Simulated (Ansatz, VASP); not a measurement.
KTaO3: VASP beside Ansatz

```
K Ta O
1.0
     3.95389    0.00000    0.00000
     0.00000    3.95389    0.00000
     0.00000    0.00000    3.95389
K Ta O
1 1 3
Direct
  0.50000 0.50000 0.50000
  0.00000 0.00000 0.00000
  0.00000 0.50000 0.00000
  0.00000 0.00000 0.50000
  0.50000 0.00000 0.00000
```

Alike in both runs: task single point; functional PBEsol; k mesh 8 × 8 × 8; occupations gaussian, width 0.02 eV; no spin polarisation.

|  | VASP | Ansatz |
| --- | --- | --- |
| version | VASP 6.6.1 | Ansatz 0.2.0 |
| potentials or method | VASP PAW PBE potentials, release 64 (K_sv, Ta_pv, O), cutoff 520 eV | scalar-relativistic, plane waves, PAW |
| valence electrons in the cell | 38 | 40 |

```csv
,VASP,Ansatz,Ansatz less VASP
gap on the k mesh at the Fermi level (eV),2.14,2.19,+0.048
least direct gap on the mesh (eV),2.75,2.78,+0.036
pressure (GPa),5.9,5.1,-0.85
```

VASP's potentials were made for PBE, not for PBEsol. The functional is the same, so the differences come from potentials, cutoffs and numerics. VASP's potentials hold 38 valence electrons a cell and Ansatz's 40, so a difference there can come from the potentials and not from the codes.

Neither program's run includes spin-orbit coupling.
